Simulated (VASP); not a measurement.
# HfN (I-4m2) in VASP: notebook, part 2 of 2

VASP 6.6.1. The steps go on from the part before.

### Step 4. Single point, PBEsol (strain -0.040 along x and y, +0.040 along z)

INCAR

```
SYSTEM = HfN
ALGO     = Normal         ! electronic algorithm
EDIFF    = 1E-6           ! SCF threshold, eV
ENCUT    = 520            ! plane-wave cutoff, eV
GGA      = PS             ! functional
ISIF     = 2              ! what is computed and relaxed
ISMEAR   = 0              ! smearing method
LASPH    = .TRUE.         ! aspherical terms in the spheres
LCHARG   = .FALSE.        ! write CHGCAR
LREAL    = .FALSE.        ! projectors in reciprocal space
LWAVE    = .FALSE.        ! write WAVECAR
NBANDS   = 14             ! bands
NELM     = 80             ! most SCF steps
PREC     = Accurate       ! precision mode
SIGMA    = 0.15           ! smearing width, eV
```

KPOINTS

```
k-points
0
G
  16 16 16
  0 0 0
```

POSCAR

```
HfN
1.0
    0.0000000000      2.3566291200      2.5530148800
    2.3566291200      0.0000000000      2.5530148800
    2.3566291200      2.3566291200      0.0000000000
Hf N
1 1
Direct
    0.0000000000      0.0000000000      0.0000000000
    0.7500000000      0.7500000000      0.7500000000
```

Started as:

```console
$ cat potpaw_PBE.64/Hf_pv/POTCAR potpaw_PBE.64/N/POTCAR > POTCAR
$ mpirun -np 1 vasp_std > vasp.out
```

Run time: 59 s. Hardware: 1 thread of Intel Xeon 6975P-C (Granite Rapids), shared host; peak memory 0.27 GiB.

The run converged. Its results:

| Property | Result |
| --- | --- |
| Free energy | -22.2073 eV |
| Pressure | 2.3 GPa |

Stress tensor (GPa, compression positive):
```
 6.73  0.00  0.00
 0.00  6.73  0.00
 0.00  0.00 -6.69
```

Levels at points of the mesh, in eV from the Fermi level:
```tsv
k point	band 4	band 5	band 6	band 7	band 8	band 9	band 10	band 11	band 12	band 13
(0.00, 0.00, 0.00)	-16.32	-5.78	-5.54	-5.54	-0.71	1.77	2.81	5.88	7.26	7.26
(0.50, 0.00, 0.00)	-15.13	-5.84	-5.25	-4.79	1.51	2.73	3.00	4.15	5.51	5.70
(0.50, 0.50, 0.00)	-14.64	-7.28	-3.48	-3.48	-1.52	2.05	4.27	4.80	4.80	9.50
(0.50, 0.00, 0.50)	-14.75	-7.12	-3.88	-3.62	-0.98	2.03	4.45	4.77	5.04	11.15
```

Caveat: the cell differs from its parent crystal (strain -0.040 along x and y, +0.040 along z); the PAW data sets were made with another functional, which shifts forces and pressure a little; spin-orbit coupling is left out, which moves the levels of the heavy elements.

### Step 5. Single point, PBEsol (strain -0.040 along x and y, +0.080 along z)

INCAR

```
SYSTEM = HfN
  PREC = Accurate
  ENCUT = 520
  EDIFF = 1E-6
  ISMEAR = 0
  SIGMA = 0.15
  LREAL = .False.
  LASPH = .True.
  NELM = 80
  ALGO = Normal
  ISIF = 2
  LWAVE = .False.
  LCHARG = .False.
  GGA = PS
  NBANDS = 14
```

KPOINTS

```
regular mesh
0
Gamma
  16 16 16
  0 0 0
```

POSCAR

```
HfN
1.0
    0.0000000000      2.3566291200      2.6512077600
    2.3566291200      0.0000000000      2.6512077600
    2.3566291200      2.3566291200      0.0000000000
Hf N
1 1
Direct
    0.0000000000      0.0000000000      0.0000000000
    0.7500000000      0.7500000000      0.7500000000
```

Potentials or basis: VASP PAW PBE potentials, release 64 (Hf_pv, N).

Started as:

```console
$ cat potpaw_PBE.64/Hf_pv/POTCAR potpaw_PBE.64/N/POTCAR > POTCAR
$ mpirun -np 1 vasp_std > vasp.out
```

OUTCAR:

```text
SYSTEM = HfN
   PREC = Accurate
   ENCUT = 520
   EDIFF = 1E-6
   ISMEAR = 0
   LREAL = .False.
   LASPH = .True.
   NELM = 80
   ISIF = 2
   GGA = PS

 ion  position               nearest neighbor table
   1  0.000  0.000  0.000-   2 2.13   2 2.13   2 2.13   2 2.13
   2  0.750  0.750  0.750-   1 2.13   1 2.13   1 2.13   1 2.13

  LATTYP: Found a body centered tetragonal cell.
 ALAT       =     3.3327768630
 C/A-ratio  =     1.5909902577

  Lattice vectors:

 A1 = (  -2.3566291200,   0.0000000000,   2.6512077600)
 A2 = (   2.3566291200,   0.0000000000,   2.6512077600)
 A3 = (   0.0000000000,   2.3566291200,  -2.6512077600)

Analysis of symmetry for initial positions (statically):
=====================================================================
 Subroutine PRICEL returns:
 Original cell was already a primitive cell.

 Routine SETGRP: Setting up the symmetry group for a
 body centered tetragonal supercell.

 Subroutine GETGRP returns: Found  8 space group operations
 (whereof  8 operations were pure point group operations)
 out of a pool of 16 trial point group operations.

The static configuration has the point symmetry D_2d.

Analysis of symmetry for dynamics (positions and initial velocities):
=====================================================================
 Subroutine PRICEL returns:
 Original cell was already a primitive cell.

 Routine SETGRP: Setting up the symmetry group for a
 body centered tetragonal supercell.

 Subroutine GETGRP returns: Found  8 space group operations
 (whereof  8 operations were pure point group operations)
 out of a pool of 16 trial point group operations.

The dynamic configuration has the point symmetry D_2d.

 Subroutine INISYM returns: Found  8 space group operations
 (whereof  8 operations are pure point group operations),
 and found     1 'primitive' translations

[... 115 lines left out ...]
  volume/ion in A,a.u.               =      14.72        99.36
  Fermi-wavevector in a.u.,A,eV,Ry     =   1.307434  2.470692 23.257584  1.709384
  Thomas-Fermi vector in A             =   2.438169
   LORBIT       =      0    0 simple, 1 ext, 2 COOP (PROOUT), +10 PAW based schemes
   GGA     = PS    functional components
   LHFCALC =     F    Hartree Fock is set to
   AEXX    =    0.0000 exact exchange contribution
   IVDW    =     0    specifies the selected vdW correction
   LEPSILON=     F    determine dielectric tensor
   LRPA    =     F    only Hartree local field effects (RPA)
 non-spin polarized calculation
 Gauss-broadening in eV      SIGMA  =   0.15
  energy-cutoff  :      520.00
  volume of cell :       29.45
 maximum number of plane-waves:       808
   NGX = 13   NGY = 13   NGZ = 13

 number of electron      15.0000001 magnetization

 Free energy of the ion-electron system (eV)
  ---------------------------------------------------
  ext. energy  EPLUGINS =         0.00000000
  ---------------------------------------------------
  free energy    TOTEN  =       -22.11981680 eV

  energy without entropy =      -22.11095337  energy(sigma->0) =      -22.11538508

 E-fermi :   5.6604     XC(G=0): -11.4272

 val. band max:        5.6575357480   @ k =   0.5000   0.3125   0.1875
 cond. band min:       5.6751442229   @ k =  -0.1250   0.3125   0.1875
 fundamental gap:      0.0176084748
 Fermi energy:         5.6604197179

 k-point     1 :       0.0000    0.0000    0.0000
  band No.  band energies     occupation
      1     -25.4128      2.00000
      2     -25.4128      2.00000
      3     -25.4103      2.00000
      4     -10.4511      2.00000
      5       0.0339      2.00000
      6       0.4051      2.00000
      7       0.4051      2.00000
      8       4.7864      2.00000
      9       7.1993      0.00000
     10       8.5907      0.00000
     11      10.8767      0.00000
     12      12.8112      0.00000
     13      12.8112      0.00000
     14      17.9523      0.00000
[... 377 lines left out ...]
      1     -25.4711      2.00000
      2     -25.4195      2.00000
      3     -25.4134      2.00000
      4     -10.3226      2.00000
      5      -0.0100      2.00000
      6       0.2373      2.00000
      7       0.4793      2.00000
      8       5.3244      1.99847
      9       7.3912      0.00000
     10       8.1962      0.00000
     11      10.9977      0.00000
     12      12.5547      0.00000
     13      13.0722      0.00000
     14      17.5076      0.00000

 [... further k-points ...]
[... 5 lines left out ...]
  --------------------------------------------------------------------------------------
  -------------------------------------------------------------------------------------
  Total        0.1547468      0.1547468     -3.4650324      0.0000000      0.0000000      0.0000000
  in kB        8.4193004      8.4193004   -188.5218289      0.0000000      0.0000000      0.0000000
  external PRESSURE =     -57.2277427 kB  Pullay stress =       0.0000000 kB

 VOLUME and BASIS-vectors are now :
 -----------------------------------------------------------------------------
  energy-cutoff  :      520.00
  volume of cell :       29.45
      direct lattice vectors                 reciprocal lattice vectors
     0.000000000  2.356629120  2.651207760    -0.212167454  0.212167454  0.188593292
     2.356629120  0.000000000  2.651207760     0.212167454 -0.212167454  0.188593292
     2.356629120  2.356629120  0.000000000     0.212167454  0.212167454 -0.188593292

 POSITION                                       TOTAL-FORCE (eV/Angst)
 -----------------------------------------------------------------------------------
      0.00000      0.00000      0.00000        -0.000000     -0.000000      0.000000
      3.53494      3.53494      3.97681         0.000000      0.000000      0.000000
 -----------------------------------------------------------------------------------
    total drift:                                0.000000      0.000000     -0.000000

  FREE ENERGIE OF THE ION-ELECTRON SYSTEM (eV)
  ---------------------------------------------------
  free  energy   TOTEN  =       -22.1198167994 eV

  energy  without entropy=      -22.1109533688  energy(sigma->0) =      -22.11538508
```

stdout:

```text
POSCAR found type information on POSCAR HfN
 POSCAR found :  2 types and       2 ions
 scaLAPACK will be used
 -----------------------------------------------------------------------------
|                                                                             |
|                                                                             |
|     You enforced a specific xc type in the INCAR file but a different       |
|     I HOPE YOU KNOW WHAT YOU ARE DOING!                                     |
|                                                                             |
 -----------------------------------------------------------------------------

 LDA part: xc-table for (Slater+PW92), standard interpolation
 POSCAR, INCAR and KPOINTS ok, starting setup
 FFT: planning ... GRIDC
 FFT: planning ... GRID_SOFT
 FFT: planning ... GRID
 WAVECAR not read
 entering main loop
```

Wall time 57 s (1 thread of Intel Xeon 6975P-C (Granite Rapids), shared host); peak memory 0.27 GiB.

Results:

```yaml
Free_energy: -22.1198 eV
Pressure: -5.7 GPa
```

Levels at points of the mesh, in eV from the Fermi level:
```csv
k point,band 6,band 7,band 8,band 9,band 10,band 11
"(0.00, 0.00, 0.00)",-5.26,-5.26,-0.87,1.54,2.93,5.22
"(0.50, 0.00, 0.00)",-5.17,-4.50,1.35,2.57,3.00,3.88
"(0.50, 0.50, 0.00)",-3.33,-3.33,-1.61,1.83,4.11,4.53
"(0.50, 0.00, 0.50)",-3.94,-3.56,-0.87,1.69,4.48,4.51
```

Caveat: the cell differs from its parent crystal (strain -0.040 along x and y, +0.080 along z); the PAW data sets were made with another functional, which shifts forces and pressure a little; spin-orbit coupling is left out, which moves the levels of the heavy elements.

### Step 6. Overview

```tsv
cell	gap on the mesh (eV)	pressure (GPa)
a = 3.483, b = 3.483, c = 3.194 Å, angles 62.7, 62.7, 54.6°, 2 atoms	none	12.2
a = 3.403, b = 3.403, c = 3.472 Å, angles 59.3, 59.3, 61.3°, 2 atoms	none	2.2
a = 3.474, b = 3.474, c = 3.333 Å, angles 61.3, 61.3, 57.3°, 2 atoms	none	2.3
a = 3.547, b = 3.547, c = 3.333 Å, angles 62.0, 62.0, 56.0°, 2 atoms	none	-5.7
```

Alike in all rows: task single point; level PBEsol; potentials or basis VASP PAW PBE potentials, release 64 (Hf_pv, N); no spin polarisation; k mesh 16 × 16 × 16; cutoff (eV) 520; smearing gaussian 0.15 eV.

Caveats: the PAW data sets were made with another functional, which shifts forces and pressure a little; spin-orbit coupling is left out, which moves the levels of the heavy elements.

Absolute energies hang on the potentials; compare differences alone.
